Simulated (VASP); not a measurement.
# Bi (Fmmm) in VASP: further runs

The runs below take Bi through single point, with PBEsol.

Everything below comes from runs of VASP 6.6.1. Logs are shortened: lines on timing, memory, paths and dates and some standing lists are left out, and cuts for length are marked.

## Step 1: The cell of the first run

The structure is orthorhombic, space group Fmmm (No. 69). The conventional cell has a = 3.963 Å, b = 5.499 Å, c = 5.709 Å, α = 90.00°, β = 90.00°, γ = 90.00°. Within 4.5 Å of Bi (site symmetry mmm) lie 14 Bi at 3.39 to 3.96 Å.

## Step 2: Single point, PBEsol (strain +0.0375 x Voigt [0, 0, 0, 0, 1, 0])

File INCAR:

```
SYSTEM = Bi
PREC = Accurate ; ENCUT = 520
EDIFF = 1E-6 ; ISMEAR = 0
SIGMA = 0.15 ; LREAL = .False.
LASPH = .True. ; NELM = 100
ALGO = Fast ; ISIF = 2
LWAVE = .False. ; LCHARG = .True.
GGA = PS ; LELF = .True.
LVHAR = .True. ; NBANDS = 14
```

File KPOINTS:

```
regular mesh
0
Gamma
  18 18 18
  0 0 0
```

File POSCAR:

```
Bi
1.0
   -1.9442787093      1.9814305318      1.9442787093
    2.0185823543     -1.9814305318      2.0185823543
    1.9442787093      1.9814305318     -1.9442787093
Bi
1
Direct
    0.0000000000      0.0000000000      0.0000000000
```

Potentials or basis: VASP PAW PBE potentials, release 64 (Bi_d).

Started as:

```
$ cat potpaw_PBE.64/Bi_d/POTCAR > POTCAR
$ mpirun -np 1 vasp_std > vasp.out
```

OUTCAR:

```text
SYSTEM = Bi
   PREC = Accurate
   ENCUT = 520
   EDIFF = 1E-6
   ISMEAR = 0
   LREAL = .False.
   LASPH = .True.
   NELM = 100
   ISIF = 2
   GGA = PS

 ion  position               nearest neighbor table
   1  0.000  0.000  0.000-

  LATTYP: Found a face centered orthorhombic cell.
 ALAT       =     3.9628610636
 B/A-ratio  =     1.3876970581
 C/A-ratio  =     1.4407300667

  Lattice vectors:

 A1 = (  -0.0743036450,   0.0000000000,  -3.9628610636)
 A2 = (  -2.0185823543,   1.9814305318,  -2.0185823543)
 A3 = (   1.9442787093,   1.9814305318,  -1.9442787093)

Analysis of symmetry for initial positions (statically):
=====================================================================
 Subroutine PRICEL returns:
 Original cell was already a primitive cell.

 Routine SETGRP: Setting up the symmetry group for a
 face centered orthorhombic supercell.

 Subroutine GETGRP returns: Found  8 space group operations
 (whereof  8 operations were pure point group operations)
 out of a pool of  8 trial point group operations.

The static configuration has the point symmetry D_2h.

Analysis of symmetry for dynamics (positions and initial velocities):
=====================================================================
 Subroutine PRICEL returns:
 Original cell was already a primitive cell.

 Routine SETGRP: Setting up the symmetry group for a
 face centered orthorhombic supercell.

 Subroutine GETGRP returns: Found  8 space group operations
 (whereof  8 operations were pure point group operations)
 out of a pool of  8 trial point group operations.

The dynamic configuration has the point symmetry D_2h.

 Subroutine INISYM returns: Found  8 space group operations
 (whereof  8 operations are pure point group operations),
 and found     1 'primitive' translations

----------------------------------------------------------------------------------------

                                     Primitive cell

  volume of cell :      31.1060

  direct lattice vectors                    reciprocal lattice vectors
    -1.944278709  1.981430532  1.944278709    -0.004733094  0.252342937  0.252431683
     2.018582354 -1.981430532  2.018582354     0.247698589  0.000000000  0.247698589
     1.944278709  1.981430532 -1.944278709     0.252431683  0.252342937 -0.004733094

  length of vectors
     3.389174878  3.474969985  3.389174878     0.356960942  0.350298703  0.356960942

  position of ions in fractional coordinates (direct lattice)
     0.000000000  0.000000000  0.000000000
[... 86 lines left out ...]
   PSTRESS=    0.0 pullay stress
   NELECT =      15.0000    total number of electrons
   NUPDOWN=      -1.0000    fix difference up-down
   EMIN   =  10.00;   EMAX   =-10.00  energy-range for DOS
   EFERMI =   0.00;   METHOD = LEGACY
   ISMEAR =     0;   SIGMA  =   0.15  broadening in eV -4-tet -1-fermi 0-gaus
   EFERMI_NEDOS =   21; number of points for ismear=-14 and -15
   IALGO  =     68    algorithm
   IMIX   =      4    mixing-type and parameters
     AMIX     =   0.40;   BMIX     =  1.00
     AMIX_MAG =   1.60;   BMIX_MAG =  1.00
  volume/ion in A,a.u.               =      31.11       209.91
  Fermi-wavevector in a.u.,A,eV,Ry     =   1.283780  2.425993 22.423644  1.648091
  Thomas-Fermi vector in A             =   2.416013
   LORBIT       =      0    0 simple, 1 ext, 2 COOP (PROOUT), +10 PAW based schemes
   GGA     = PS    functional components
   LHFCALC =     F    Hartree Fock is set to
   AEXX    =    0.0000 exact exchange contribution
   IVDW    =     0    specifies the selected vdW correction
   LEPSILON=     F    determine dielectric tensor
   LRPA    =     F    only Hartree local field effects (RPA)
 non-spin polarized calculation
 RMM-DIIS sequential band-by-band and
 Gauss-broadening in eV      SIGMA  =   0.15
  energy-cutoff  :      520.00
  volume of cell :       31.11
 maximum number of plane-waves:       865
 NGX is ok and might be reduce to    28
   NGX = 13   NGY = 13   NGZ = 13

 number of electron      14.9999998 magnetization

 Free energy of the ion-electron system (eV)
  ---------------------------------------------------
  ext. energy  EPLUGINS =         0.00000000
  ---------------------------------------------------
  free energy    TOTEN  =        -4.21153116 eV

  energy without entropy =       -4.20245034  energy(sigma->0) =       -4.20699075

 E-fermi :   7.7484     XC(G=0): -10.4409

 val. band max:        7.7453119036   @ k =  -0.2778   0.4444   0.2778
 cond. band min:       7.7538905139   @ k =  -0.2222   0.2222   0.1111
 fundamental gap:      0.0085786102
 Fermi energy:         7.7484105197

 k-point     1 :       0.0000    0.0000    0.0000
  band No.  band energies     occupation
      1     -15.2222      2.00000
      2     -15.2030      2.00000
      3     -15.1824      2.00000
      4     -15.0712      2.00000
      5     -15.0698      2.00000
      6      -5.7884      2.00000
      7      12.5557      0.00000
      8      12.8748      0.00000
      9      13.1353      0.00000
     10      16.7807      0.00000
     11      18.0699      0.00000
     12      18.2321      0.00000
     13      18.4644      0.00000
     14      19.2912      0.00000
[... 377 lines left out ...]
      1     -15.2242      2.00000
      2     -15.1713      2.00000
      3     -15.0941      2.00000
      4     -15.0886      2.00000
      5     -15.0748      2.00000
      6      -4.6301      2.00000
      7       6.9104      2.00000
      8      10.4385      0.00000
      9      11.9433      0.00000
     10      15.0808      0.00000
     11      16.3355      0.00000
     12      18.0472      0.00000
     13      20.1311      0.00000
     14      21.5038      0.00000

 [... further k-points ...]

------------------------ aborting loop because EDIFF is reached ----------------------------------------

  FORCE on cell =-STRESS in cart. coord.  units (eV):
  Direction    XX          YY          ZZ          XY          YZ          ZX
  --------------------------------------------------------------------------------------
  -------------------------------------------------------------------------------------
  Total       -0.3731285     -0.3726460     -0.3731285      0.0000000      0.0000000     -0.1507304
  in kB      -19.2187514    -19.1939002    -19.2187514      0.0000000      0.0000000     -7.7636807
  external PRESSURE =     -19.2104677 kB  Pullay stress =       0.0000000 kB

 VOLUME and BASIS-vectors are now :
 -----------------------------------------------------------------------------
  energy-cutoff  :      520.00
  volume of cell :       31.11
      direct lattice vectors                 reciprocal lattice vectors
    -1.944278709  1.981430532  1.944278709    -0.004733094  0.252342937  0.252431683
     2.018582354 -1.981430532  2.018582354     0.247698589  0.000000000  0.247698589
     1.944278709  1.981430532 -1.944278709     0.252431683  0.252342937 -0.004733094

 POSITION                                       TOTAL-FORCE (eV/Angst)
 -----------------------------------------------------------------------------------
      0.00000      0.00000      0.00000         0.000000      0.000000      0.000000
 -----------------------------------------------------------------------------------
    total drift:                                0.000000     -0.000000      0.000000

  FREE ENERGIE OF THE ION-ELECTRON SYSTEM (eV)
  ---------------------------------------------------
  free  energy   TOTEN  =        -4.2115311551 eV

  energy  without entropy=       -4.2024503356  energy(sigma->0) =       -4.20699075
```

Run time: 4.4 min. Hardware: 1 thread of AMD EPYC 9R45 (Zen 5), shared host; peak memory 0.4 GiB.

Results:

- Free energy: -4.2115 eV
- Pressure: -1.9 GPa

Caveat: the cell differs from its parent crystal (strain +0.0375 x Voigt [0, 0, 0, 0, 1, 0]); the PAW data sets were made with another functional, which shifts forces and pressure a little; spin-orbit coupling is left out, which moves the levels of the heavy elements.

## Step 3: Single point, PBEsol (strain +0.0225 x Voigt [0, 0, 0, 0, 1, 0])

File INCAR:

```
SYSTEM = Bi
PREC     = Accurate       ! precision mode
ENCUT    = 520            ! plane-wave cutoff, eV
EDIFF    = 1E-7           ! SCF threshold, eV
ISMEAR   = 0              ! smearing method
SIGMA    = 0.15           ! smearing width, eV
LREAL    = .FALSE.        ! projectors in reciprocal space
LASPH    = .TRUE.         ! aspherical terms in the spheres
NELM     = 60             ! most SCF steps
ALGO     = Fast           ! electronic algorithm
ISIF     = 2              ! what is computed and relaxed
LWAVE    = .FALSE.        ! write WAVECAR
LCHARG   = .TRUE.         ! write CHGCAR
GGA      = PS             ! functional
LELF     = .TRUE.         ! ELF
LVHAR    = .TRUE.       
NBANDS   = 14             ! bands
```

File KPOINTS:

```
regular mesh
0
G
  18 18 18
  0 0 0
```

File POSCAR:

```
Bi
1.0
   -1.9591394383      1.9814305318      1.9591394383
    2.0037216253     -1.9814305318      2.0037216253
    1.9591394383      1.9814305318     -1.9591394383
Bi
1
Direct
    0.0000000000      0.0000000000      0.0000000000
```

Potentials or basis: VASP PAW PBE potentials, release 64 (Bi_d).

Started as:

```
$ cat potpaw_PBE.64/Bi_d/POTCAR > POTCAR
$ mpirun -np 1 vasp_std > vasp.out
```

It took 4.9 min on 1 thread of AMD EPYC 9R45 (Zen 5), shared host; peak memory 0.4 GiB.

Results (log left out):

- Free energy: -4.2132 eV
- Pressure: -2.0 GPa

Stress tensor (GPa, compression positive):
```
-2.00  0.00 -0.42
 0.00 -2.00  0.00
-0.42  0.00 -2.00
```

Levels at points of the mesh, in eV from the Fermi level:
```tsv
k point	band 4	band 5	band 6	band 7	band 8	band 9	band 10	band 11
(0.00, 0.00, 0.00)	-22.82	-22.82	-13.54	4.93	5.12	5.28	9.07	10.37
(0.50, 0.00, 0.00)	-22.83	-22.74	-10.49	-5.09	1.56	3.47	5.93	7.59
(0.00, 0.50, 0.00)	-22.82	-22.75	-10.62	-5.11	1.73	3.51	6.09	7.64
(0.50, 0.00, 0.50)	-22.83	-22.73	-10.35	-5.05	1.42	3.38	5.82	7.50
(0.50, 0.50, 0.50)	-22.76	-22.75	-8.38	-1.92	-1.81	-1.70	3.51	3.52
```

Caveat: the cell differs from its parent crystal (strain +0.0225 x Voigt [0, 0, 0, 0, 1, 0]); the PAW data sets were made with another functional, which shifts forces and pressure a little; spin-orbit coupling is left out, which moves the levels of the heavy elements.
